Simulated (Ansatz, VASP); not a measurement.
## Two plane-wave programs on Mo

```
Mo
1.0
     0.00000    2.01500    2.01500
     2.01500    0.00000    2.01500
     2.01500    2.01500    0.00000
Mo
1
Direct
  0.00000 0.00000 0.00000
```

Alike in both runs: task electric field gradients; functional PBE; k mesh 13 × 13 × 13; occupations fermi-dirac, width 0.08 eV; no spin polarisation.

|  | VASP | Ansatz |
| --- | --- | --- |
| version | VASP 6.6.1 | Ansatz 0.2.0 |
| potentials or method | VASP PAW PBE potentials, release 64 (Mo_sv) | PAW with Ansatz's default frozen-core files, scalar-relativistic |
| plane-wave cutoff (eV) | 520 | 420 |
| valence electrons in the cell | 14 | 14 |

|  | VASP | Ansatz | Ansatz less VASP |
| --- | --- | --- | --- |
| pressure (GPa) | -4.4 | -4.9 | -0.42 |
